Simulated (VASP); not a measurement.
Input of a VASP 6.6.1 run:

Contents of POSCAR:

```
ZnS
1.0
    2.6945131931     -2.6945131931      0.0000000000
    2.6945131931      0.0000000000     -2.6945131931
    8.5326251116      4.4908553219      3.1435987254
Zn S
3 3
Direct
    0.7361000000     -0.6597500000      0.7917000000
    0.1805444444     -0.0486388889      0.4583666667
    0.6249888889      0.5624722222      0.1250333333
    0.3749888889     -0.0625277778      0.8750333333
    0.8194333333     -0.4514166667      0.5417000000
    0.2638777778      0.1596944444      0.2083666667
```

File INCAR.step1:

```
SYSTEM = ZnS
ALGO = Normal
EDIFF = 1E-4
ENCUT = 520
GGA = PE
ISMEAR = 0
ISYM = 0
LASPH = .True.
LCHARG = .False.
LREAL = .False.
LWAVE = .True.
NBANDS = 36
NELM = 60
PREC = Accurate
SIGMA = 0.05
```

Contents of INCAR.step2:

```
SYSTEM = ZnS
ALGO = Normal
EDIFF = 1E-7
ENCUT = 520
ISIF = 2
ISMEAR = 0
ISTART = 1
ISYM = 0
LASPH = .True.
LCHARG = .False.
LMIXTAU = .True.
LREAL = .False.
LWAVE = .False.
METAGGA = R2SCAN
NBANDS = 36
NELM = 60
PREC = Accurate
SIGMA = 0.05
```

Contents of KPOINTS:

```
k-points
0
Gamma
  7 7 3
  0 0 0
```

Potentials or basis: VASP PAW PBE potentials, release 64 (Zn, S).

Launch:

```console
$ cat potpaw_PBE.64/Zn/POTCAR potpaw_PBE.64/S/POTCAR > POTCAR
$ cp INCAR.step1 INCAR
$ mpirun -np 1 vasp_std > vasp.out
$ cp INCAR.step2 INCAR
$ mpirun -np 1 vasp_std > vasp.out
```

What does it give for the largest force?

0.812 eV/Å.

Predict the band gap on the k mesh.

2.39 eV.

Predict the pressure.

-0.7 GPa.

Forces on the atoms (eV/Å):
```
Zn  -0.078  0.143 -0.083
Zn   0.065  0.101  0.073
Zn  -0.307  0.186 -0.313
S    0.533 -0.300  0.534
S   -0.069 -0.127 -0.068
S   -0.144 -0.003 -0.142
```

Caveat: the cell differs from its parent crystal (the part above a cut slid along it); the PAW data sets were made with another functional, which shifts forces and pressure a little. A k mesh can miss the band edges.
